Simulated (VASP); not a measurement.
A run of VASP 6.6.1:

Contents of INCAR:

```
SYSTEM = GaN
ALGO = Normal
EDIFF = 1E-6
EDIFFG = -0.001
ENCUT = 600
GGA = PS
IBRION = 2
ISIF = 3
ISMEAR = 0
LASPH = .TRUE.
LCHARG = .FALSE.
LREAL = .FALSE.
LWAVE = .FALSE.
NELM = 100
NSW = 80
PREC = Accurate
PSTRESS = 220.0
SIGMA = 0.01
```

File KPOINTS:

```
k-points
0
G
  12 12 6
  0 0 0
```

File POSCAR:

```
GaN
1.0
    3.1276324295      0.0000000000      0.0000000000
   -1.5638162148      2.7086091377      0.0000000000
    0.0000000000      0.0000000000      5.0969692149
Ga N
2 2
Direct
    0.3333333333      0.6666666667     -0.0007050244
    0.6666666667      0.3333333333      0.4992949756
    0.3333333333      0.6666666667      0.3757050244
    0.6666666667      0.3333333333      0.8757050244
```

Potentials or basis: VASP PAW PBE potentials, release 64 (Ga_d, N).

The run is started by

```sh
$ cat potpaw_PBE.64/Ga_d/POTCAR potpaw_PBE.64/N/POTCAR > POTCAR
$ mpirun -np 1 vasp_std > vasp.out
```

Hardware: 1 thread of Intel Xeon 8259CL, with other jobs on the host.

Problem. Estimate the wall time of this run.

Solution. It took 15 min on 1 thread of Intel Xeon 8259CL, with other jobs on the host, peak memory 0.24 GiB. Counts: scf iterations 72, k points 76, ion steps 15.
